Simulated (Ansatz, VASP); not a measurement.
MoSe: VASP beside Ansatz

```
Mo Se
1.0
     0.00000    3.12345    3.12345
     3.12345    0.00000    3.12345
     3.12345    3.12345    0.00000
Mo Se
1 1
Direct
  0.00000 0.00000 0.00000
  0.25000 0.25000 0.25000
```

Alike in both runs: task single point; functional PBE; k mesh 12 × 12 × 12; occupations gaussian, width 0.1 eV; collinear spin; Hubbard terms Mo d U = 4.38 eV.

|  | VASP | Ansatz |
| --- | --- | --- |
| version | VASP 6.6.1 | Ansatz 0.2.0 |
| potentials or method | VASP PAW PBE potentials, release 64 (Mo_sv, Se), cutoff 520 eV | scalar-relativistic, plane waves, PAW |
| valence electrons in the cell | 20 | 30 |

Ansatz gave:

| Property | Result |
| --- | --- |
| gap on the k mesh at the Fermi level (eV) | none |
| pressure (GPa) | 0.0 |
| net moment per atom (μB) | 2.00 |
| size of the moment on the site where the two differ most (μB) | 3.20 |

Q: What did VASP give for the same quantities?

A: gap on the k mesh at the Fermi level (eV): none; pressure (GPa): -0.9; net moment per atom (μB): 2.00; size of the moment on the site where the two differ most (μB): 3.62.

Site moments also hang on the region over which each program counts them. The programs project onto different local orbitals, so the same U acts differently, and such runs can settle in different states. A gap of «none» marks a metal or a gap that the smearing closes. VASP's potentials hold 20 valence electrons a cell and Ansatz's 30, so a difference there can come from the potentials and not from the codes. Ansatz's warnings: filled band counts differ across k points.
